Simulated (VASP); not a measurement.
# Ag (P6_3/mmc) in VASP: a series of runs, part 2 of 3

VASP 6.6.1.

## (5) Single point, PBEsol (strain +0.0100 x Voigt [1, 1, 0, 0, 0, 0])

File INCAR:

```
PREC = Accurate ; ENCUT = 520
EDIFF = 1E-6 ; ISMEAR = 0
SIGMA = 0.15 ; LREAL = False
LASPH = True ; NELM = 100
ALGO = Fast ; ISIF = 2
LWAVE = False ; LCHARG = True
GGA = PS ; LELF = True
LVHAR = True ; NBANDS = 18
```

File KPOINTS:

```
Automatic mesh
0
Gamma
  24 24 14
```

File POSCAR:

```
Ag
1.0
    2.8957332950      0.0000000000      0.0000000000
   -1.4478666475      2.5077785961      0.0000000000
    0.0000000000      0.0000000000      4.6907149281
Ag
2
Direct
    0.3333333333      0.6666666667      0.2500000000
    0.6666666667      0.3333333333      0.7500000000
```

Started as:

```sh
$ cat potpaw_PBE.64/Ag/POTCAR > POTCAR
$ mpirun -np 1 vasp_std > vasp.out
```

Run time: 3.6 min. Hardware: 1 thread of Intel Xeon Platinum 8259CL at 2.50GHz (Skylake/Cascade Lake), shared host; peak memory 0.35 GiB.

The run converged. Its results:

```yaml
Free_energy: -6.6039 eV
Pressure: -2.5 GPa
Band_gap_on_the_k_mesh: zero (bands 11 and 12 overlap by 7.40 eV)
```

Stress tensor (GPa, compression positive):
```
-3.04  0.00  0.00
 0.00 -3.04  0.00
 0.00  0.00 -1.55
```

Levels at points of the mesh, in eV from the Fermi level:
| k point | band 7 | band 8 | band 9 | band 10 | band 11 | band 12 | band 13 | band 14 | band 15 | band 16 |
| --- | --- | --- | --- | --- | --- | --- | --- | --- | --- | --- |
| (0.00, 0.00, 0.00) | -4.45 | -4.13 | -4.13 | -3.08 | -3.08 | -0.41 | 3.67 | 15.54 | 17.69 | 17.81 |
| (0.50, 0.00, 0.00) | -3.83 | -2.97 | -2.87 | -2.82 | 0.04 | 1.48 | 6.88 | 7.14 | 9.40 | 10.43 |
| (0.00, 0.00, 0.50) | -4.55 | -4.55 | -3.39 | -3.39 | -3.39 | -3.39 | 11.28 | 11.28 | 15.91 | 15.91 |
| (0.50, 0.00, 0.50) | -3.13 | -3.13 | -2.87 | -2.87 | 0.68 | 0.68 | 4.54 | 4.54 | 13.50 | 13.50 |

Caveat: the cell differs from its parent crystal (strain +0.0100 x Voigt [1, 1, 0, 0, 0, 0]); the PAW data sets were made with another functional, which shifts forces and pressure a little.

## (6) Single point, PBEsol (strain +0.0200 x Voigt [1, 1, 0, 0, 0, 0])

File INCAR:

```
PREC = Accurate
ENCUT = 520
EDIFF = 1E-7
ISMEAR = 0
SIGMA = 0.15
LREAL = False
LASPH = True
NELM = 60
ALGO = Fast
ISIF = 2
LWAVE = False
LCHARG = True
GGA = PS
LELF = True
LVHAR = True
NBANDS = 18
```

File KPOINTS:

```
regular mesh
0
Gamma
  24 24 14
```

File POSCAR:

```
Ag
1.0
    2.9244039217      0.0000000000      0.0000000000
   -1.4622019608      2.5326080871      0.0000000000
    0.0000000000      0.0000000000      4.6907149281
Ag
2
Direct
    0.3333333333      0.6666666667      0.2500000000
    0.6666666667      0.3333333333      0.7500000000
```

Potentials or basis: VASP PAW PBE potentials, release 64 (Ag).

Started as:

```sh
$ cat potpaw_PBE.64/Ag/POTCAR > POTCAR
$ mpirun -np 1 vasp_std > vasp.out
```

OUTCAR:

```text
PREC = Accurate
   ENCUT = 520
   EDIFF = 1E-7
   ISMEAR = 0
   LREAL = False
   LASPH = True
   NELM = 60
   ISIF = 2
   GGA = PS

 ion  position               nearest neighbor table
   1  0.333  0.667  0.250-   2 2.89   2 2.89   2 2.89   2 2.89   2 2.89   2 2.89
   2  0.667  0.333  0.750-   1 2.89   1 2.89   1 2.89   1 2.89   1 2.89   1 2.89

  LATTYP: Found a hexagonal cell.
 ALAT       =     2.9244039217
 C/A-ratio  =     1.6039900963

  Lattice vectors:

 A1 = (   2.9244039217,   0.0000000000,   0.0000000000)
 A2 = (  -1.4622019608,   2.5326080871,   0.0000000000)
 A3 = (   0.0000000000,   0.0000000000,   4.6907149281)

Analysis of symmetry for initial positions (statically):
=====================================================================
 Subroutine PRICEL returns:
 Original cell was already a primitive cell.

 Routine SETGRP: Setting up the symmetry group for a
 hexagonal supercell.

 Subroutine GETGRP returns: Found 24 space group operations
 (whereof 12 operations were pure point group operations)
 out of a pool of 24 trial point group operations.

The static configuration has the point symmetry D_3d.
 The point group associated with its full space group is D_6h.

Analysis of symmetry for dynamics (positions and initial velocities):
=====================================================================
 Subroutine PRICEL returns:
 Original cell was already a primitive cell.

 Routine SETGRP: Setting up the symmetry group for a
 hexagonal supercell.

 Subroutine GETGRP returns: Found 24 space group operations
 (whereof 12 operations were pure point group operations)
 out of a pool of 24 trial point group operations.

The dynamic configuration has the point symmetry D_3d.
 The point group associated with its full space group is D_6h.
[... 107 lines left out ...]
   POTIM  = 0.5000    time-step for ionic-motion
   TEBEG  =    0.0;   TEEND  =   0.0 temperature during run
   PSTRESS=    0.0 pullay stress
   NELECT =      22.0000    total number of electrons
   NUPDOWN=      -1.0000    fix difference up-down
   EMIN   =  10.00;   EMAX   =-10.00  energy-range for DOS
   EFERMI =   0.00;   METHOD = LEGACY
   ISMEAR =     0;   SIGMA  =   0.15  broadening in eV -4-tet -1-fermi 0-gaus
   EFERMI_NEDOS =   21; number of points for ismear=-14 and -15
   IALGO  =     68    algorithm
   IMIX   =      4    mixing-type and parameters
     AMIX     =   0.40;   BMIX     =  1.00
     AMIX_MAG =   1.60;   BMIX_MAG =  1.00
  volume/ion in A,a.u.               =      17.37       117.22
  Fermi-wavevector in a.u.,A,eV,Ry     =   1.405835  2.656642 26.890163  1.976371
  Thomas-Fermi vector in A             =   2.528256
   LORBIT       =      0    0 simple, 1 ext, 2 COOP (PROOUT), +10 PAW based schemes
   GGA     = PS    functional components
   LHFCALC =     F    Hartree Fock is set to
   AEXX    =    0.0000 exact exchange contribution
   IVDW    =     0    specifies the selected vdW correction
   LEPSILON=     F    determine dielectric tensor
   LRPA    =     F    only Hartree local field effects (RPA)
 non-spin polarized calculation
 RMM-DIIS sequential band-by-band and
 Gauss-broadening in eV      SIGMA  =   0.15
  energy-cutoff  :      520.00
  volume of cell :       34.74
 maximum number of plane-waves:       966
 NGX is ok and might be reduce to    24
   NGX = 11   NGY = 11   NGZ = 17

 number of electron      22.0000011 magnetization

 Free energy of the ion-electron system (eV)
  ---------------------------------------------------
  ext. energy  EPLUGINS =         0.00000000
  ---------------------------------------------------
  free energy    TOTEN  =        -6.58707687 eV

  energy without entropy =       -6.58077395  energy(sigma->0) =       -6.58392541

 E-fermi :   7.9944     XC(G=0): -12.3003

 val. band max:        7.9925658763   @ k =   0.2917   0.1250   0.4286
 cond. band min:       8.0022752699   @ k =   0.5000   0.0000   0.0714
 fundamental gap:      0.0097093936
 Fermi energy:         7.9943894660

 k-point     1 :       0.0000    0.0000    0.0000
  band No.  band energies     occupation
      1       0.2816      2.00000
      2       1.7121      2.00000
      3       3.3428      2.00000
      4       3.3617      2.00000
      5       3.3617      2.00000
      6       3.6102      2.00000
[... 481 lines left out ...]
      5       3.6261      2.00000
      6       3.8160      2.00000
[... 10 lines left out ...]
     17      18.4329      0.00000
     18      23.5522      0.00000

 [... further k-points ...]
[... 5 lines left out ...]
  --------------------------------------------------------------------------------------
  -------------------------------------------------------------------------------------
  Total       -1.1089947     -1.1089947     -0.6069388     -0.0000000      0.0000000      0.0000000
  in kB      -51.1441157    -51.1441157    -27.9905274     -0.0000000      0.0000000      0.0000000
  external PRESSURE =     -43.4262529 kB  Pullay stress =       0.0000000 kB

 VOLUME and BASIS-vectors are now :
 -----------------------------------------------------------------------------
  energy-cutoff  :      520.00
  volume of cell :       34.74
      direct lattice vectors                 reciprocal lattice vectors
     2.924403922  0.000000000  0.000000000     0.341950027  0.197424940  0.000000000
    -1.462201961  2.532608087  0.000000000     0.000000000  0.394849880  0.000000000
     0.000000000  0.000000000  4.690714928     0.000000000  0.000000000  0.213187119

 POSITION                                       TOTAL-FORCE (eV/Angst)
 -----------------------------------------------------------------------------------
     -0.00000      1.68841      1.17268        -0.000000      0.000000      0.000000
      1.46220      0.84420      3.51804         0.000000     -0.000000      0.000000
 -----------------------------------------------------------------------------------
    total drift:                               -0.000000      0.000000     -0.000000

  FREE ENERGIE OF THE ION-ELECTRON SYSTEM (eV)
  ---------------------------------------------------
  free  energy   TOTEN  =        -6.5870768674 eV

  energy  without entropy=       -6.5807739547  energy(sigma->0) =       -6.58392541
```

stdout:

```text
POSCAR found type information on POSCAR Ag
 POSCAR found :  1 types and       2 ions
 scaLAPACK will be used
 -----------------------------------------------------------------------------
|                                                                             |
|                                                                             |
|     You enforced a specific xc type in the INCAR file but a different       |
|     I HOPE YOU KNOW WHAT YOU ARE DOING!                                     |
|                                                                             |
 -----------------------------------------------------------------------------

 LDA part: xc-table for (Slater+PW92), standard interpolation
 POSCAR, INCAR and KPOINTS ok, starting setup
 FFT: planning ... GRIDC
 FFT: planning ... GRID_SOFT
 FFT: planning ... GRID
 WAVECAR not read
 entering main loop
```

Wall time 3.3 min (1 thread of Intel Xeon Platinum 8259CL at 2.50GHz (Skylake/Cascade Lake), shared host); peak memory 0.35 GiB.

Results:

```yaml
Free_energy: -6.5871 eV
Pressure: -4.3 GPa
Band_gap_on_the_k_mesh: zero (bands 11 and 12 overlap by 7.28 eV)
```

Levels at points of the mesh, in eV from the Fermi level:
```csv
k point,band 9,band 10,band 11,band 12,band 13,band 14
"(0.00, 0.00, 0.00)",-4.12,-3.06,-3.06,-0.29,3.69,15.41
"(0.50, 0.00, 0.00)",-2.85,-2.84,0.01,1.38,6.85,7.09
"(0.00, 0.00, 0.50)",-3.37,-3.37,-3.37,-3.37,11.34,11.34
"(0.50, 0.00, 0.50)",-2.89,-2.89,0.69,0.69,4.40,4.40
```

Caveat: the cell differs from its parent crystal (strain +0.0200 x Voigt [1, 1, 0, 0, 0, 0]); the cell stands under tension; the PAW data sets were made with another functional, which shifts forces and pressure a little.

[end of part 2 of 3]
